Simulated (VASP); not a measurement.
Input of a VASP 6.6.1 run:

The input POSCAR:

```
MgB2
1.0
    3.0444684625      0.0000000000      0.0000000000
   -1.5222342312      2.6365870295      0.0000000000
    0.0000000000      0.0000000000      3.4590108610
Mg B
1 2
Direct
    0.0000000000      0.0000000000      0.0000000000
    0.3333333333      0.6666666667      0.5000000000
    0.6666666667      0.3333333333      0.5000000000
```

INCAR.step1

```
PREC = Accurate
ENCUT = 920
ISMEAR = 0
SIGMA = 0.1
LREAL = False
LASPH = True
NELM = 120
NBANDS = 15
GGA = PE
ALGO = Normal
EDIFF = 1E-5
LWAVE = True
LCHARG = False
GGA_COMPAT = False
```

INCAR.step2

```
PREC = Accurate
ENCUT = 920
EDIFF = 1E-6
ISMEAR = 0
SIGMA = 0.1
LREAL = False
LASPH = True
NELM = 120
ALGO = Normal
ISIF = 2
LWAVE = False
LCHARG = False
METAGGA = R2SCAN
LMIXTAU = True
NBANDS = 15
ISTART = 1
GGA_COMPAT = False
```

KPOINTS

```
regular mesh
0
Gamma
  18 18 12
```

Potentials or basis: VASP PAW PBE potentials, release 64 (Mg_sv, B).

Run with:

```sh
$ cat potpaw_PBE.64/Mg_sv/POTCAR potpaw_PBE.64/B/POTCAR > POTCAR
$ cp INCAR.step1 INCAR
$ mpirun -np 1 vasp_std > vasp.out
$ cp INCAR.step2 INCAR
$ mpirun -np 1 vasp_std > vasp.out
```

(1) Estimate the pressure.

(2) What does it give for the band gap on the k mesh?

## Answers

(1) 5.1 GPa.

(2) zero (bands 8 and 9 overlap by 4.13 eV).

Caveat: the cell stands under pressure; the PAW data sets were made with another functional, which shifts forces and pressure a little.
